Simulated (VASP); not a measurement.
Set up this calculation in VASP 6.6.1, as the native input.

| Quantity | Value |
| --- | --- |
| Task | single point |
| Functional | r2SCAN |
| Potentials or basis | VASP PAW PBE potentials, release 64 (Al, N) |
| Cutoff | 520 eV |
| k mesh | 10 × 10 × 10 |
| Occupations | gaussian, width 0.05 eV |
| Spin | no spin polarisation |
| Dipole correction | no |
| Further INCAR settings | ALGO = Normal; EDIFF = 1e-06; NBANDS = 11 |

AlN:

```xyz
2
Lattice="0.0000 2.1840 2.1840 2.1840 0.0000 2.1840 2.1840 2.1840 0.0000" Properties=species:S:1:pos:R:3 pbc="T T T"
Al    0.0000    0.0000    0.0000
N     2.9760    3.2760    2.9760
```

This cell differs from its parent crystal: atom 2 (N) moved by (-0.300, -0.300) A along x and z.

The input as run:

POSCAR

```
AlN
1.0
    0.0000000000      2.1839935596      2.1839935596
    2.1839935596      0.0000000000      2.1839935596
    2.1839935596      2.1839935596      0.0000000000
Al N
1 1
Direct
    0.0000000000      0.0000000000      0.0000000000
    0.7500000000      0.6126369576      0.7500000000
```

INCAR.step1

```
PREC = Accurate
ENCUT = 520
ISMEAR = 0
SIGMA = 0.05
LREAL = False
LASPH = True
NELM = 60
NBANDS = 11
GGA = PE
ALGO = Normal
EDIFF = 1E-4
LWAVE = True
LCHARG = False
```

INCAR.step2

```
PREC = Accurate
ENCUT = 520
EDIFF = 1E-6
ISMEAR = 0
SIGMA = 0.05
LREAL = False
LASPH = True
NELM = 60
ALGO = Normal
ISIF = 2
LWAVE = False
LCHARG = False
METAGGA = R2SCAN
LMIXTAU = True
NBANDS = 11
ISTART = 1
```

KPOINTS

```
regular mesh
0
Gamma
  10 10 10
```

Potentials or basis: VASP PAW PBE potentials, release 64 (Al, N).

Launch:

```sh
$ cat potpaw_PBE.64/Al/POTCAR potpaw_PBE.64/N/POTCAR > POTCAR
$ cp INCAR.step1 INCAR
$ mpirun -np 1 vasp_std > vasp.out
$ cp INCAR.step2 INCAR
$ mpirun -np 1 vasp_std > vasp.out
```

It gave:

```json
{
  "Pressure": "25.2 GPa",
  "Largest force": "10.494 eV/Å",
  "Band gap on the k mesh": "2.95 eV (least direct gap 3.65 eV)"
}
```

Caveat: the cell differs from its parent crystal (atom 2 (N) moved by (-0.300, -0.300) A along x and z); the cell stands under pressure; the PAW data sets were made with another functional, which shifts forces and pressure a little.

Run time: 84 s on 1 thread of Intel(R) Xeon(R) Platinum 8488C (Sapphire Rapids), with other jobs on the host, peak memory 0.18 GiB.
